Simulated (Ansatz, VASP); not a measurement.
One calculation of La2O3, two programs

Contents of INCAR:

```
PREC     = Accurate       # precision mode
ENCUT    = 520            # plane-wave cutoff, eV
EDIFF    = 1E-6           # SCF threshold, eV
ISMEAR   = 0              # smearing method
SIGMA    = 0.01           # smearing width, eV
LREAL    = F              # projectors in reciprocal space
LASPH    = T              # aspherical terms in the spheres
NELM     = 80             # most SCF steps
ALGO     = Normal         # electronic algorithm
ISIF     = 2              # what is computed and relaxed
LWAVE    = F              # write WAVECAR
LCHARG   = F              # write CHGCAR
GGA      = B5             # functional
ALDAX    = 1.0          
AGGAX    = 1.0          
AGGAC    = 1.0          
ALDAC    = 0.0          
NBANDS   = 28             # bands
```

The input KPOINTS:

```
Automatic mesh
0
Gamma
  3 3 6
```

Contents of POSCAR:

```
La2O3
1.0
    6.2667800000      0.0000000000      0.0000000000
   -3.1333900000      5.4271906799      0.0000000000
    0.0000000000      0.0000000000      3.2997660000
La O
2 3
Direct
    0.3333333333      0.6666666667      0.5000000000
    0.6666666667      0.3333333333      0.5000000000
    0.4919900000      0.4919900000      0.0000000000
    0.0000000000      0.5080100000      0.0000000000
    0.5080100000      0.0000000000      0.0000000000
```

Input for Ansatz:

```yaml
crystal:
  lattice:
    a: 6.26678
    b: 6.26678
    c: 3.299766
    alpha: 90.0
    beta: 90.0
    gamma: 120.0
  atoms:
    - { symbol: La, position: [0.3333333333333333, 0.6666666666666666, 0.5] }
    - { symbol: La, position: [0.6666666666666666, 0.3333333333333333, 0.5] }
    - { symbol: O, position: [0.49199, 0.49199, 0.0] }
    - { symbol: O, position: [0.0, 0.50801, 0.0] }
    - { symbol: O, position: [0.50801, 0.0, 0.0] }
kpoints:
  mp_grid:
    grid: [3, 3, 6]
    shift: [0.0, 0.0, 0.0]
hamiltonian:
  xc: blyp
scf:
  occupations:
    method: fixed
output:
  stress: true
```

Alike in both runs: task single point; functional BLYP; k mesh 3 × 3 × 6; no spin polarisation.

|  | VASP | Ansatz |
| --- | --- | --- |
| version | VASP 6.6.1 | Ansatz 0.2.0 |
| potentials or method | VASP PAW PBE potentials, release 64 (La, O) | plane waves, PAW |
| plane-wave cutoff (eV) | 520 | 420 |
| occupations | gaussian, width 0.01 eV | fixed |
| valence electrons in the cell | 40 | 40 |

|  | VASP | Ansatz | Ansatz less VASP |
| --- | --- | --- | --- |
| pressure (GPa) | 5.3 | 5.5 | +0.22 |
| traceless stress, the component that is largest in VASP (GPa) | -0.43 | -0.38 | +0.050 |

VASP's potentials were made for PBE, not for BLYP.

Neither program's run includes spin-orbit coupling.
